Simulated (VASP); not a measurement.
Input of a VASP 6.6.1 run:

Contents of INCAR:

```
SYSTEM = TiC
PREC = Accurate ; ENCUT = 520
EDIFF = 1E-6 ; ISMEAR = 1
SIGMA = 0.1 ; LREAL = .False.
LASPH = .True. ; NELM = 60
ALGO = Normal ; ISIF = 2
LWAVE = .False. ; LCHARG = .True.
GGA = PS ; LELF = .True.
LVHAR = .True. ; NBANDS = 15
```

KPOINTS

```
Automatic mesh
0
Gamma
  11 11 11
  0 0 0
```

Contents of POSCAR:

```
TiC
1.0
    0.0000000000      2.2119865038      2.2119865038
    2.2119865038      0.0000000000      2.2119865038
    2.2119865038      2.2119865038      0.0000000000
Ti C
1 1
Direct
    0.0000000000      0.0000000000      0.0000000000
    0.5000000000      0.5000000000      0.5000000000
```

Potentials or basis: VASP PAW PBE potentials, release 64 (Ti_sv, C).

Launch:

```sh
$ cat potpaw_PBE.64/Ti_sv/POTCAR potpaw_PBE.64/C/POTCAR > POTCAR
$ mpirun -np 1 vasp_std > vasp.out
```

Q: Predict the band gap on the k mesh.

A: Zero (band 8 reaches 9.21 eV, above the bottom of band 9 at 8.17 eV).

Q: What does it give for the pressure?

A: -19.8 GPa.

Caveat: the PAW data sets were made with another functional, which shifts forces and pressure a little.
